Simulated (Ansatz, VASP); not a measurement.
## Two plane-wave programs on TaMn2N3

File INCAR:

```
PREC = Accurate
ENCUT = 520
EDIFF = 1E-6
ISMEAR = 0
SIGMA = 0.1
LREAL = False
LASPH = True
NELM = 150
ALGO = Normal
ISIF = 2
LWAVE = False
LCHARG = False
ISPIN = 2
MAGMOM = 0 4 4 0 0 0
LORBIT = 11
LMAXMIX = 4
GGA = PE
NBANDS = 39
```

Contents of KPOINTS:

```
Automatic mesh
0
Gamma
  6 6 2
```

The input POSCAR:

```
TaMn2N3
1.0
    3.1555153400      0.0000000000      0.0000000000
    0.0000000000      3.1555153400      0.0000000000
    0.0000000000      0.0000000000      7.7197695200
Ta Mn N
1 2 3
Direct
    0.0000000000      0.0000000000      0.0000000000
    0.5000000000      0.5000000000      0.6895148400
    0.5000000000      0.5000000000      0.3104851600
    0.5000000000      0.5000000000      0.0000000000
    0.5000000000      0.5000000000      0.5000000000
    0.0000000000      0.0000000000      0.5000000000
```

Input for Ansatz:

```yaml
crystal:
  lattice:
    - [3.15551534, 0.0, 0.0]
    - [0.0, 3.15551534, 0.0]
    - [0.0, 0.0, 7.71976952]
  atoms:
    - { symbol: Ta, position: [0.0, 0.0, 0.0] }
    - { symbol: Mn, position: [0.5, 0.5, 0.68951484], spin: 4.0 }
    - { symbol: Mn, position: [0.5, 0.5, 0.31048516], spin: 4.0 }
    - { symbol: "N", position: [0.5, 0.5, 0.0] }
    - { symbol: "N", position: [0.5, 0.5, 0.5] }
    - { symbol: "N", position: [0.0, 0.0, 0.5] }
basis:
  ecutwfc: 420
kpoints:
  mp_grid: { grid: [6, 6, 2] }
hamiltonian:
  xc: pbe
scf:
  occupations: { method: gaussian, width: 0.1 }
  lower_state_search: "off"
output:
  forces: true
  stress: true
  eigenvalues: true
  populations: true
magnetization:
  spin_polarized: true
```

Alike in both runs: task single point; functional PBE; k mesh 6 × 6 × 2; occupations gaussian, width 0.1 eV; collinear spin.

|  | VASP | Ansatz |
| --- | --- | --- |
| version | VASP 6.6.1 | Ansatz 0.2.0 |
| potentials or method | VASP PAW PBE potentials, release 64 (Ta_pv, Mn_pv, N), cutoff 520 eV | scalar-relativistic, plane waves, PAW |
| valence electrons in the cell | 52 | 58 |

|  | VASP | Ansatz | Ansatz less VASP |
| --- | --- | --- | --- |
| gap on the k mesh at the Fermi level (eV) | none | none | - |
| pressure (GPa) | 4.4 | 2.4 | -2.06 |
| traceless stress, the component that is largest in VASP (GPa) | 50.82 | 46.68 | -4.132 |
| rms of the force components (eV/Å) | 4.117 | 3.771 | -0.3462 |
| net moment per atom (μB) | 0.47 | 0.47 | +0.003 |
| size of the moment on the site where the two differ most (μB) | 1.80 | 1.25 | -0.546 |

Site moments also hang on the region over which each program counts them. Atom by atom the forces differ by 0.346 eV/Å (rms over components). A gap of «none» marks a metal or a gap that the smearing closes. VASP's potentials hold 52 valence electrons a cell and Ansatz's 58, so a difference there can come from the potentials and not from the codes.

The k mesh is coarse, so the values compare programs but aren't converged. Spin-orbit coupling is off throughout.
